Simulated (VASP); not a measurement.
# Rb3Pt (Pm-3m) in VASP: notebook

The runs below take Rb3Pt through single point, with PBE, PBE+D3(BJ).

Program: VASP 6.6.1. These are calculated values, not measurements. Logs are shortened: lines on timing, memory, paths and dates and some standing lists are left out, and cuts for length are marked.

### Step 1. The cell of the first run

The structure is cubic, space group Pm-3m (No. 221). Conventional cell: a = 5.499 Å, b = 5.499 Å, c = 5.499 Å, α = 90.00°, β = 90.00°, γ = 90.00°. Within 5.1 Å of Rb (site symmetry 4/mmm) lie 8 Rb at 3.89 Å and 4 Pt at 3.89 Å. Within 5.1 Å of Pt (site symmetry m-3m) lie 12 Rb at 3.89 Å.

### Step 2. Single point, PBE

INCAR

```
ALGO = Normal ; EDIFF = 1E-6
ENCUT = 500 ; GGA = PE
GGA_COMPAT = F ; ISIF = 2
ISMEAR = 0 ; LASPH = T
LCHARG = T ; LELF = T
LREAL = F ; LVHAR = T
LWAVE = F ; NBANDS = 26
NELM = 120 ; PREC = Accurate
SIGMA = 0.1
```

KPOINTS

```
k-points
0
Gamma
  1 1 1
```

POSCAR

```
Rb3Pt
1.0
    5.4987900000      0.0000000000      0.0000000000
    0.0000000000      5.4987900000      0.0000000000
    0.0000000000      0.0000000000      5.4987900000
Rb Pt
3 1
Direct
    0.0000000000      0.0000000000      0.5000000000
    0.0000000000      0.5000000000      0.0000000000
    0.5000000000      0.0000000000      0.0000000000
    0.5000000000      0.5000000000      0.5000000000
```

Potentials or basis: VASP PAW PBE potentials, release 64 (Rb_sv, Pt).

The run is started by

```sh
$ cat potpaw_PBE.64/Rb_sv/POTCAR potpaw_PBE.64/Pt/POTCAR > POTCAR
$ mpirun -np 1 vasp_gam > vasp.out
```

OUTCAR:

```text
EDIFF = 1E-6
   ENCUT = 500
   GGA = PE
   ISIF = 2
   ISMEAR = 0
   LASPH = T
   LREAL = F
   NELM = 120
   PREC = Accurate

 ion  position               nearest neighbor table
   1  0.000  0.000  0.500-   2 3.89   3 3.89   4 3.89   2 3.89   3 3.89   2 3.89   4 3.89   2 3.89
                             3 3.89   4 3.89   3 3.89   4 3.89
   2  0.000  0.500  0.000-   1 3.89   3 3.89   4 3.89   1 3.89   4 3.89   1 3.89   3 3.89   1 3.89
                             3 3.89   4 3.89   4 3.89   3 3.89
   3  0.500  0.000  0.000-   1 3.89   2 3.89   4 3.89   1 3.89   4 3.89   2 3.89   4 3.89   4 3.89
                             1 3.89   2 3.89   1 3.89   2 3.89
   4  0.500  0.500  0.500-   1 3.89   2 3.89   3 3.89   2 3.89   3 3.89   1 3.89   3 3.89   3 3.89
                             1 3.89   2 3.89   2 3.89   1 3.89

  LATTYP: Found a simple cubic cell.
 ALAT       =     5.4987900000

  Lattice vectors:

 A1 = (   5.4987900000,   0.0000000000,   0.0000000000)
 A2 = (   0.0000000000,   5.4987900000,   0.0000000000)
 A3 = (   0.0000000000,   0.0000000000,   5.4987900000)

Analysis of symmetry for initial positions (statically):
=====================================================================
 Subroutine PRICEL returns:
 Original cell was already a primitive cell.

 Routine SETGRP: Setting up the symmetry group for a
 simple cubic supercell.

 Subroutine GETGRP returns: Found 48 space group operations
 (whereof 48 operations were pure point group operations)
 out of a pool of 48 trial point group operations.

The static configuration has the point symmetry O_h .

Analysis of symmetry for dynamics (positions and initial velocities):
=====================================================================
 Subroutine PRICEL returns:
 Original cell was already a primitive cell.

 Routine SETGRP: Setting up the symmetry group for a
 simple cubic supercell.

 Subroutine GETGRP returns: Found 48 space group operations
 (whereof 48 operations were pure point group operations)
 out of a pool of 48 trial point group operations.

The dynamic configuration has the point symmetry O_h .

 Subroutine INISYM returns: Found 48 space group operations
 (whereof 48 operations are pure point group operations),
 and found     1 'primitive' translations

----------------------------------------------------------------------------------------

                                     Primitive cell

  volume of cell :     166.2652

  direct lattice vectors                    reciprocal lattice vectors
     5.498790000  0.000000000  0.000000000     0.181858191  0.000000000  0.000000000
     0.000000000  5.498790000  0.000000000     0.000000000  0.181858191  0.000000000
     0.000000000  0.000000000  5.498790000     0.000000000  0.000000000  0.181858191

  length of vectors
     5.498790000  5.498790000  5.498790000     0.181858191  0.181858191  0.181858191

  position of ions in fractional coordinates (direct lattice)
     0.000000000  0.000000000  0.500000000
     0.000000000  0.500000000  0.000000000
     0.500000000  0.000000000  0.000000000
     0.500000000  0.500000000  0.500000000

  ion indices of the primitive-cell ions
   primitive index   ion index
                 1           1
                 2           2
                 3           3
                 4           4

----------------------------------------------------------------------------------------

 KPOINTS: k-points

Automatic generation of k-mesh.
 Grid dimensions read from file:
 generate k-points for:    1    1    1

 Generating k-lattice:

  Cartesian coordinates                     Fractional coordinates (reciprocal lattice)
     0.181858191  0.000000000  0.000000000     1.000000000  0.000000000  0.000000000
     0.000000000  0.181858191  0.000000000     0.000000000  1.000000000  0.000000000
     0.000000000  0.000000000  0.181858191     0.000000000  0.000000000  1.000000000

  Length of vectors
     0.181858191  0.181858191  0.181858191

  Shift w.r.t. Gamma in fractional coordinates (k-lattice)
     0.000000000  0.000000000  0.000000000

 Subroutine IBZKPT returns following result:
 ===========================================

 Found      1 irreducible k-points:

 Following reciprocal coordinates:
            Coordinates               Weight
  0.000000  0.000000  0.000000      1.000000
   k-points           NKPTS =      1   k-points in BZ     NKDIM =      1   number of bands    NBANDS=     26
   number of dos      NEDOS =    301   number of ions     NIONS =      4
   total plane-waves  NPLWV =  64000
   dimension x,y,z NGX =    40 NGY =   40 NGZ =   40
   dimension x,y,z NGXF=    80 NGYF=   80 NGZF=   80
   ions per type =               3   1
   NGX,Y,Z   is equivalent  to a cutoff of  12.09, 12.09, 12.09 a.u.
   NGXF,Y,Z  is equivalent  to a cutoff of  24.19, 24.19, 24.19 a.u.
 SYSTEM =  unknown system
   PREC   = accura    normal or accurate (medium, high low for compatibility)
   ISTART =      0    job   : 0-new  1-cont  2-samecut
   ICHARG =      2    charge: 1-file 2-atom 10-const
   ISPIN  =      1    spin polarized calculation?
   LNONCOLLINEAR =      F non collinear calculations
   LSORBIT =      F    spin-orbit coupling
   LASPH  =      T    aspherical Exc in radial PAW
   ENCUT  =  500.0 eV  36.75 Ry    6.06 a.u.  10.03 10.03 10.03*2*pi/ulx,y,z
   NELM   =    120;   NELMIN=  2; NELMDL= -5     # of ELM steps
   EDIFF  = 0.1E-05   stopping-criterion for ELM
   LREAL  =      F    real-space projection
   EDIFFG = 0.1E-04   stopping-criterion for IOM
   NSW    =      0    number of steps for IOM
   IBRION =     -1    ionic relax: 0-MD 1-quasi-New 2-CG
   NFREE  =      0    steps in history (QN), initial steepest desc. (CG)
   ISIF   =      2    stress and relaxation
   ISYM   =      2    0-nonsym 1-usesym 2-fastsym
   POTIM  = 0.5000    time-step for ionic-motion
   TEBEG  =    0.0;   TEEND  =   0.0 temperature during run
   PSTRESS=    0.0 pullay stress
   NELECT =      37.0000    total number of electrons
   NUPDOWN=      -1.0000    fix difference up-down
   EMIN   =  10.00;   EMAX   =-10.00  energy-range for DOS
   EFERMI =   0.00;   METHOD = LEGACY
   ISMEAR =     0;   SIGMA  =   0.10  broadening in eV -4-tet -1-fermi 0-gaus
   EFERMI_NEDOS =   21; number of points for ismear=-14 and -15
   IALGO  =     38    algorithm
   IMIX   =      4    mixing-type and parameters
     AMIX     =   0.40;   BMIX     =  1.00
     AMIX_MAG =   1.60;   BMIX_MAG =  1.00
  volume/ion in A,a.u.               =      41.57       280.50
  Fermi-wavevector in a.u.,A,eV,Ry     =   0.992068  1.874737 13.390849  0.984200
  Thomas-Fermi vector in A             =   2.123854
   LORBIT       =      0    0 simple, 1 ext, 2 COOP (PROOUT), +10 PAW based schemes
   GGA     = PE    functional components
   LHFCALC =     F    Hartree Fock is set to
   AEXX    =    0.0000 exact exchange contribution
   IVDW    =     0    specifies the selected vdW correction
   LEPSILON=     F    determine dielectric tensor
   LRPA    =     F    only Hartree local field effects (RPA)
 non-spin polarized calculation
 Gauss-broadening in eV      SIGMA  =   0.10
  energy-cutoff  :      500.00
  volume of cell :      166.27
 maximum number of plane-waves:      2085
   NGX = 21   NGY = 21   NGZ = 21

 number of electron      36.9999997 magnetization

 Free energy of the ion-electron system (eV)
  ---------------------------------------------------
  ext. energy  EPLUGINS =         0.00000000
  ---------------------------------------------------
  free energy    TOTEN  =       -10.80019972 eV

  energy without entropy =      -10.74378076  energy(sigma->0) =      -10.77199024

 E-fermi :   1.8183     XC(G=0):  -7.7420

 val. band max:        1.8182630170   @ k =   0.0000   0.0000   0.0000
 cond. band min:       4.4026292892   @ k =   0.0000   0.0000   0.0000
 fundamental gap:      2.5843662721
 Fermi energy:         1.8182630170

 k-point     1 :       0.0000    0.0000    0.0000
  band No.  band energies     occupation
      1     -26.4310      2.00000
      2     -26.3201      2.00000
      3     -26.3201      2.00000
      4     -10.8237      2.00000
      5     -10.8237      2.00000
      6     -10.8237      2.00000
      7     -10.4015      2.00000
      8     -10.4015      2.00000
      9     -10.4015      2.00000
     10     -10.1873      2.00000
     11     -10.1873      2.00000
     12     -10.1873      2.00000
     13      -1.6675      2.00000
     14      -0.2863      2.00000
     15      -0.2863      2.00000
     16      -0.1202      2.00000
     17      -0.1202      2.00000
     18      -0.1202      2.00000
     19       1.8183      1.00000
     20       4.4026      0.00000
     21       4.4026      0.00000
     22       4.8679      0.00000
     23       4.8679      0.00000
     24       4.8679      0.00000
     25       4.9915      0.00000
     26       4.9915      0.00000

------------------------ aborting loop because EDIFF is reached ----------------------------------------

  FORCE on cell =-STRESS in cart. coord.  units (eV):
  Direction    XX          YY          ZZ          XY          YZ          ZX
  --------------------------------------------------------------------------------------
  -------------------------------------------------------------------------------------
  Total       -4.6513328     -4.6513328     -4.6513328      0.0000000     -0.0000000     -0.0000000
  in kB      -44.8215211    -44.8215211    -44.8215211      0.0000000     -0.0000000     -0.0000000
  external PRESSURE =     -44.8215211 kB  Pullay stress =       0.0000000 kB

 VOLUME and BASIS-vectors are now :
 -----------------------------------------------------------------------------
  energy-cutoff  :      500.00
  volume of cell :      166.27
      direct lattice vectors                 reciprocal lattice vectors
     5.498790000  0.000000000  0.000000000     0.181858191  0.000000000  0.000000000
     0.000000000  5.498790000  0.000000000     0.000000000  0.181858191  0.000000000
     0.000000000  0.000000000  5.498790000     0.000000000  0.000000000  0.181858191

 POSITION                                       TOTAL-FORCE (eV/Angst)
 -----------------------------------------------------------------------------------
      0.00000      0.00000      2.74939         0.000000      0.000000      0.000000
      0.00000      2.74939      0.00000         0.000000      0.000000      0.000000
      2.74939      0.00000      0.00000         0.000000      0.000000      0.000000
      2.74939      2.74939      2.74939         0.000000      0.000000      0.000000
 -----------------------------------------------------------------------------------
    total drift:                               -0.000000      0.000000     -0.000000

  FREE ENERGIE OF THE ION-ELECTRON SYSTEM (eV)
  ---------------------------------------------------
  free  energy   TOTEN  =       -10.8001997152 eV

  energy  without entropy=      -10.7437807569  energy(sigma->0) =      -10.77199024
```

Wall time 14 s (1 thread of Intel Xeon Platinum 8259CL at 2.50GHz (Skylake/Cascade Lake), shared host); peak memory 0.22 GiB.

Results:

* Free energy: -10.8002 eV
* Pressure: -4.5 GPa

Levels at points of the mesh, in eV from the Fermi level:
| k point | band 15 | band 16 | band 17 | band 18 | band 19 | band 20 | band 21 | band 22 |
| --- | --- | --- | --- | --- | --- | --- | --- | --- |
| (0.00, 0.00, 0.00) | -2.10 | -1.94 | -1.94 | -1.94 | 0.00 | 2.58 | 2.58 | 3.05 |

Caveat: the k points lie up to 1.14 Å⁻¹ apart; spin-orbit coupling is left out, which moves the levels of the heavy elements.

### Step 3. Single point, PBE+D3(BJ)

INCAR

```
SYSTEM = Rb3Pt
PREC = Accurate ; ENCUT = 500
EDIFF = 1E-6 ; ISMEAR = 0
SIGMA = 0.1 ; LREAL = .False.
LASPH = .True. ; NELM = 120
ALGO = Normal ; ISIF = 2
LWAVE = .False. ; LCHARG = .False.
GGA = PE ; IVDW = 12
NBANDS = 26 ; GGA_COMPAT = .False.
```

KPOINTS

```
Automatic mesh
0
Gamma
  1 1 1
  0 0 0.5
```

POSCAR is that of step 2.

Potentials or basis: VASP PAW PBE potentials, release 64 (Rb_sv, Pt).

The run is started by

```sh
$ cat potpaw_PBE.64/Rb_sv/POTCAR potpaw_PBE.64/Pt/POTCAR > POTCAR
$ mpirun -np 1 vasp_std > vasp.out
```

It took 24 s on 1 thread of Intel Xeon Platinum 8259CL at 2.50GHz (Skylake/Cascade Lake), shared host; peak memory 0.23 GiB.

It converged, with:

```yaml
Free_energy: -9.0327 eV
Pressure: 0.2 GPa
Dispersion_energy_per_atom: -0.231 eV
```

Levels at points of the mesh, in eV from the Fermi level:
| k point | band 17 | band 18 | band 19 | band 20 | band 21 | band 22 |
| --- | --- | --- | --- | --- | --- | --- |
| (0.00, 0.00, 0.50) | -0.16 | -0.10 | -0.02 | 1.77 | 3.00 | 3.00 |

Caveat: the k points lie up to 1.14 Å⁻¹ apart; spin-orbit coupling is left out, which moves the levels of the heavy elements; pairwise dispersion overbinds metals, which lowers pressure and volume.
